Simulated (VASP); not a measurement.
# HfSn2Se6 (P-3m1) in VASP: single point with PBE

Aim: the single point of HfSn2Se6 with PBE.

Program: VASP 6.6.1. These are calculated values, not measurements. Logs are shortened: lines on timing, memory, paths and dates and some standing lists are left out, and cuts for length are marked.

## Step 1: The cell of the first run

It takes space group P-3m1 (No. 164, trigonal). The conventional cell has a = 3.838 Å, b = 3.838 Å, c = 21.152 Å, α = 90.00°, β = 90.00°, γ = 120.00°. Within 3.6 Å of Hf (site symmetry -3m) lie 6 Se at 2.70 Å. Within 3.6 Å of Sn (site symmetry 3m) lie 6 Se at 2.74 Å. Within 3.6 Å of Se (site symmetry 3m) lie 3 Hf at 2.70 Å. Se (site symmetry 3m) has 3 Sn at 2.74 Å within 3.6 Å. Within 3.6 Å of Se (site symmetry 3m) lie 3 Sn at 2.74 Å.

## Step 2: Single point, PBE

Input file POSCAR:

```
HfSn2Se6
1.0
    3.8375998983     -0.0000000289      0.0000000000
   -1.9187999241      3.3234590159      0.0000000000
    0.0000000000      0.0000000000     21.1522325000
Hf Sn Se
1 2 6
Direct
    0.0000000000      0.0000000000      0.0000000000
    0.0000000000      0.0000000000      0.3328270000
    0.0000000000      0.0000000000      0.6671730000
    0.3333333333      0.6666666667      0.0731740000
    0.3333333333      0.6666666667      0.4087390000
    0.3333333333      0.6666666667      0.7430820000
    0.6666666667      0.3333333333      0.2569180000
    0.6666666667      0.3333333333      0.5912610000
    0.6666666667      0.3333333333      0.9268260000
```

Input file INCAR.step1:

```
SYSTEM = HfSn2Se6
PREC = Accurate
ENCUT = 520
EDIFF = 1E-6
ISMEAR = 0
SIGMA = 0.02
LREAL = .False.
LASPH = .True.
NELM = 80
ALGO = Normal
ISIF = 2
LWAVE = .False.
LCHARG = .True.
LMAXMIX = 4
GGA = PE
NBANDS = 47
```

Input file KPOINTS.step1:

```
regular mesh
0
Gamma
  12 12 2
  0 0 0
```

Input file INCAR.step2:

```
SYSTEM = HfSn2Se6
PREC = Accurate
ENCUT = 520
EDIFF = 1E-6
ISMEAR = -5
SIGMA = 0.02
LREAL = .False.
LASPH = .True.
NELM = 80
ALGO = Normal
ISIF = 2
LWAVE = .False.
LCHARG = .False.
LMAXMIX = 4
GGA = PE
LORBIT = 11
NEDOS = 2001
ICHARG = 11
```

Input file KPOINTS.step2:

```
regular mesh
0
Gamma
  18 18 3
  0 0 0
```

Potentials or basis: VASP PAW PBE potentials, release 64 (Hf_pv, Sn_d, Se).

The run is started by

```sh
cat potpaw_PBE.64/Hf_pv/POTCAR potpaw_PBE.64/Sn_d/POTCAR potpaw_PBE.64/Se/POTCAR > POTCAR
cp INCAR.step1 INCAR
cp KPOINTS.step1 KPOINTS
mpirun -np 1 vasp_std > vasp.out
cp INCAR.step2 INCAR
cp KPOINTS.step2 KPOINTS
mpirun -np 1 vasp_std > vasp.out
```

OUTCAR:

```text
SYSTEM = HfSn2Se6
   PREC = Accurate
   ENCUT = 520
   EDIFF = 1E-6
   ISMEAR = -5
   LREAL = .False.
   LASPH = .True.
   NELM = 80
   ISIF = 2
   GGA = PE
   LORBIT = 11
   ICHARG = 11

 ion  position               nearest neighbor table
   1  0.000  0.000  0.000-   4 2.70   9 2.70   4 2.70   9 2.70   9 2.70   4 2.70
   2  0.000  0.000  0.333-   7 2.74   7 2.74   7 2.74   5 2.74   5 2.74   5 2.74
   3  0.000  0.000  0.667-   6 2.74   6 2.74   6 2.74   8 2.74   8 2.74   8 2.74
   4  0.333  0.667  0.073-   1 2.70   1 2.70   1 2.70
   5  0.333  0.667  0.409-   2 2.74   2 2.74   2 2.74
   6  0.333  0.667  0.743-   3 2.74   3 2.74   3 2.74
   7  0.667  0.333  0.257-   2 2.74   2 2.74   2 2.74
   8  0.667  0.333  0.591-   3 2.74   3 2.74   3 2.74
   9  0.667  0.333  0.927-   1 2.70   1 2.70   1 2.70

  LATTYP: Found a hexagonal cell.
 ALAT       =     3.8375998983
 C/A-ratio  =     5.5118389255

  Lattice vectors:

 A1 = (   3.8375998983,  -0.0000000289,   0.0000000000)
 A2 = (  -1.9187999241,   3.3234590159,   0.0000000000)
 A3 = (   0.0000000000,   0.0000000000,  21.1522325000)

Analysis of symmetry for initial positions (statically):
=====================================================================
 Subroutine PRICEL returns:
 Original cell was already a primitive cell.

 Routine SETGRP: Setting up the symmetry group for a
 hexagonal supercell.

 Subroutine GETGRP returns: Found 12 space group operations
 (whereof 12 operations were pure point group operations)
 out of a pool of 24 trial point group operations.

The static configuration has the point symmetry D_3d.

Analysis of symmetry for dynamics (positions and initial velocities):
=====================================================================
 Subroutine PRICEL returns:
 Original cell was already a primitive cell.

 Routine SETGRP: Setting up the symmetry group for a
 hexagonal supercell.

 Subroutine GETGRP returns: Found 12 space group operations
 (whereof 12 operations were pure point group operations)
 out of a pool of 24 trial point group operations.

The dynamic configuration has the point symmetry D_3d.

 Subroutine INISYM returns: Found 12 space group operations
 (whereof 12 operations are pure point group operations),
 and found     1 'primitive' translations

----------------------------------------------------------------------------------------

                                     Primitive cell

  volume of cell :     269.7778

  direct lattice vectors                    reciprocal lattice vectors
     3.837599898 -0.000000029  0.000000000     0.260579537  0.150445663  0.000000000
    -1.918799924  3.323459016  0.000000000     0.000000002  0.300891330  0.000000000
     0.000000000  0.000000000 21.152232500     0.000000000  0.000000000  0.047276334

  length of vectors
     3.837599898  3.837599898 21.152232500     0.300891330  0.300891330  0.047276334

  position of ions in fractional coordinates (direct lattice)
     0.000000000  0.000000000  0.000000000
     0.000000000  0.000000000  0.332827000
     0.000000000  0.000000000  0.667173000
     0.333333333  0.666666667  0.073174000
     0.333333333  0.666666667  0.408739000
     0.333333333  0.666666667  0.743082000
     0.666666667  0.333333333  0.256918000
     0.666666667  0.333333333  0.591261000
     0.666666667  0.333333333  0.926826000

  ion indices of the primitive-cell ions
   primitive index   ion index
                 1           1
                 2           2
                 3           3
                 4           4
                 5           5
                 6           6
                 7           7
                 8           8
                 9           9

----------------------------------------------------------------------------------------

 KPOINTS: regular mesh

Automatic generation of k-mesh.
 Grid dimensions read from file:
 generate k-points for:   18   18    3

 Generating k-lattice:

  Cartesian coordinates                     Fractional coordinates (reciprocal lattice)
     0.014476641  0.008358092  0.000000000     0.055555556  0.000000000  0.000000000
     0.000000000  0.016716185  0.000000000     0.000000000  0.055555556  0.000000000
     0.000000000  0.000000000  0.015758778     0.000000000  0.000000000  0.333333333

  Length of vectors
     0.016716185  0.016716185  0.015758778

  Shift w.r.t. Gamma in fractional coordinates (k-lattice)
     0.000000000  0.000000000  0.000000000

 TETIRR: Found   1374 inequivalent tetrahedra from     5832

 Subroutine IBZKPT returns following result:
 ===========================================

 Found    101 irreducible k-points:

 Following reciprocal coordinates:
            Coordinates               Weight
  0.000000  0.000000  0.000000      1.000000
  0.055556 -0.000000  0.000000      6.000000
  0.111111 -0.000000  0.000000      6.000000
  0.166667  0.000000  0.000000      6.000000
  0.222222  0.000000  0.000000      6.000000
  0.277778 -0.000000  0.000000      6.000000
[... 16 lines left out ...]
  0.333333  0.111111  0.000000     12.000000
  0.388889  0.111111  0.000000     12.000000
 [... further k-points ...]
   k-points           NKPTS =    101   k-points in BZ     NKDIM =    101   number of bands    NBANDS=     44
   number of dos      NEDOS =   2001   number of ions     NIONS =      9
   total plane-waves  NPLWV = 144000
   dimension x,y,z NGX =    30 NGY =   30 NGZ =  160
   dimension x,y,z NGXF=    60 NGYF=   60 NGZF=  320
   ions per type =               1   2   6
   NGX,Y,Z   is equivalent  to a cutoff of  13.00, 13.00, 12.58 a.u.
   NGXF,Y,Z  is equivalent  to a cutoff of  25.99, 25.99, 25.15 a.u.
 SYSTEM =  HfSn2Se6
   PREC   = accura    normal or accurate (medium, high low for compatibility)
   ISTART =      0    job   : 0-new  1-cont  2-samecut
   ICHARG =     11    charge: 1-file 2-atom 10-const
   ISPIN  =      1    spin polarized calculation?
   LNONCOLLINEAR =      F non collinear calculations
   LSORBIT =      F    spin-orbit coupling
   LASPH  =      T    aspherical Exc in radial PAW
   ENCUT  =  520.0 eV  38.22 Ry    6.18 a.u.   7.14  7.14 39.33*2*pi/ulx,y,z
   NELM   =     80;   NELMIN=  2; NELMDL=  0     # of ELM steps
   EDIFF  = 0.1E-05   stopping-criterion for ELM
   LREAL  =      F    real-space projection
   EDIFFG = 0.1E-04   stopping-criterion for IOM
   NSW    =      0    number of steps for IOM
   IBRION =     -1    ionic relax: 0-MD 1-quasi-New 2-CG
   NFREE  =      0    steps in history (QN), initial steepest desc. (CG)
   ISIF   =      2    stress and relaxation
   ISYM   =      2    0-nonsym 1-usesym 2-fastsym
   POTIM  = 0.5000    time-step for ionic-motion
   TEBEG  =    0.0;   TEEND  =   0.0 temperature during run
   PSTRESS=    0.0 pullay stress
   NELECT =      74.0000    total number of electrons
   NUPDOWN=      -1.0000    fix difference up-down
   EMIN   =  10.00;   EMAX   =-10.00  energy-range for DOS
   EFERMI =   0.00;   METHOD = LEGACY
   ISMEAR =    -5;   SIGMA  =   0.02  broadening in eV -4-tet -1-fermi 0-gaus
   EFERMI_NEDOS =   21; number of points for ismear=-14 and -15
   IALGO  =     38    algorithm
   IMIX   =      4    mixing-type and parameters
     AMIX     =   0.40;   BMIX     =  1.00
     AMIX_MAG =   1.60;   BMIX_MAG =  1.00
  volume/ion in A,a.u.               =      29.98       202.28
  Fermi-wavevector in a.u.,A,eV,Ry     =   1.063694  2.010090 15.394239  1.131445
  Thomas-Fermi vector in A             =   2.199187
   LORBIT       =     11    0 simple, 1 ext, 2 COOP (PROOUT), +10 PAW based schemes
   GGA     = PE    functional components
   LHFCALC =     F    Hartree Fock is set to
   AEXX    =    0.0000 exact exchange contribution
   IVDW    =     0    specifies the selected vdW correction
   LEPSILON=     F    determine dielectric tensor
   LRPA    =     F    only Hartree local field effects (RPA)
 non-spin polarized calculation
 Fermi weights with tetrahedron method with Bloechl corrections
  energy-cutoff  :      520.00
  volume of cell :      269.78
 maximum number of plane-waves:      7326
 NGX is ok and might be reduce to    30

 number of electron      73.9999997 magnetization

 Free energy of the ion-electron system (eV)
  ---------------------------------------------------
  ext. energy  EPLUGINS =         0.00000000
  ---------------------------------------------------
  free energy    TOTEN  =       -44.70330840 eV

  energy without entropy =      -44.70330840  energy(sigma->0) =      -44.70330840

 E-fermi :   2.4632     XC(G=0):  -8.6003

 val. band max:        2.4543736998   @ k =   0.0000   0.0000   0.0000
 cond. band min:       2.9138843442   @ k =   0.5000  -0.0000   0.3333
 fundamental gap:      0.4595106444
 Fermi energy:         2.4632337490

 k-point     1 :       0.0000    0.0000    0.0000
  band No.  band energies     occupation
      1     -28.8249      2.00000
      2     -28.7612      2.00000
      3     -28.7612      2.00000
      4     -18.9315      2.00000
      5     -18.9315      2.00000
      6     -18.9315      2.00000
[... 36 lines left out ...]
     43       5.3108      0.00000
     44       5.3591      0.00000
[... 1040 lines left out ...]
      4     -18.9693      2.00000
      5     -18.9693      2.00000
      6     -18.9130      2.00000
[... 36 lines left out ...]
     43       6.7450      0.00000
     44       6.8187      0.00000

 [... further k-points ...]

------------------------ aborting loop because EDIFF is reached ----------------------------------------

  FORCE on cell =-STRESS in cart. coord.  units (eV):
  Direction    XX          YY          ZZ          XY          YZ          ZX
  --------------------------------------------------------------------------------------
  -------------------------------------------------------------------------------------
  Total       -0.1094954     -0.1094954     -0.0893198     -0.0000000     -0.0000000      0.0000000
  in kB       -0.6502795     -0.6502795     -0.5304592     -0.0000000     -0.0000000      0.0000000
  external PRESSURE =      -0.6103394 kB  Pullay stress =       0.0000000 kB

 VOLUME and BASIS-vectors are now :
 -----------------------------------------------------------------------------
  energy-cutoff  :      520.00
  volume of cell :      269.78
      direct lattice vectors                 reciprocal lattice vectors
     3.837599898 -0.000000029  0.000000000     0.260579537  0.150445663  0.000000000
    -1.918799924  3.323459016  0.000000000     0.000000002  0.300891330  0.000000000
     0.000000000  0.000000000 21.152232500     0.000000000  0.000000000  0.047276334

 POSITION                                       TOTAL-FORCE (eV/Angst)
 -----------------------------------------------------------------------------------
      0.00000      0.00000      0.00000        -0.000000      0.000000      0.000000
      0.00000      0.00000      7.04003        -0.000000      0.000000     -0.000141
      0.00000      0.00000     14.11220        -0.000000      0.000000      0.000141
      0.00000      2.21564      1.54779         0.000000      0.000000     -0.047870
      0.00000      2.21564      8.64574         0.000000      0.000000      0.011689
      0.00000      2.21564     15.71784        -0.000000     -0.000000      0.011799
      1.91880      1.10782      5.43439         0.000000      0.000000     -0.011799
      1.91880      1.10782     12.50649        -0.000000     -0.000000     -0.011689
      1.91880      1.10782     19.60444        -0.000000     -0.000000      0.047870
 -----------------------------------------------------------------------------------
    total drift:                               -0.000000      0.000000     -0.000000

  FREE ENERGIE OF THE ION-ELECTRON SYSTEM (eV)
  ---------------------------------------------------
  free  energy   TOTEN  =       -44.7033084000 eV

  energy  without entropy=      -44.7033084000  energy(sigma->0) =      -44.70330840

 total charge

# of ion       s       p       d       tot
------------------------------------------
    1        0.303   6.441   1.371   8.116
    2        1.059   0.996  10.089  12.144
    3        1.059   0.996  10.089  12.144
    4        1.458   2.407   0.026   3.891
    5        1.484   2.300   0.024   3.808
    6        1.484   2.300   0.024   3.808
    7        1.484   2.300   0.024   3.808
    8        1.484   2.300   0.024   3.808
    9        1.458   2.407   0.026   3.891
--------------------------------------------------
tot         11.273  22.445  21.699  55.417
```

It took 39 min on 1 thread of Oxide Virtual Turin-like, shared host; peak memory 1.1 GiB.

Results:

| Quantity | Value |
| --- | --- |
| Valence electrons inside the program's atomic spheres | Hf 8.12; Sn 12.14; Se 3.89, 3.81 (each value once) |

Caveat: spin-orbit coupling is left out, which moves the levels of the heavy elements; this functional lacks dispersion, which binds layers or chains, so the pressure and a relaxed spacing across them are unreliable.
